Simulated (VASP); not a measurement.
The system is CuAu.

```xyz
2
Lattice="2.8000 0.0000 0.0000 0.0000 2.8000 0.0000 0.0000 0.0000 3.6700" Properties=species:S:1:pos:R:3 pbc="T T T"
Cu    1.4000    1.4000    1.8350
Au    0.0000    0.0000    0.0000
```

Base run:

* Program: VASP 6.6.1
* Functional: PBEsol
* Potentials or basis: VASP PAW PBE potentials, release 64 (Cu, Au)
* Cutoff: 520 eV
* k mesh: 13 × 13 × 10
* Occupations: fermi-dirac, width 0.05 eV
* Spin: no spin polarisation

Its results: band gap on the k mesh zero (band 11 reaches 13.15 eV, above the bottom of band 12 at 6.74 eV); pressure -2.0 GPa.

Task: The run is repeated on the same cell with these changes: functional from PBEsol to r2SCAN. What comes out?

Result: Band gap on the k mesh zero (band 11 reaches 13.41 eV, above the bottom of band 12 at 6.66 eV); pressure 2.1 GPa.

Caveats: the PAW data sets were made with another functional, which shifts forces and pressure a little; spin-orbit coupling is left out, which moves the levels of the heavy elements.
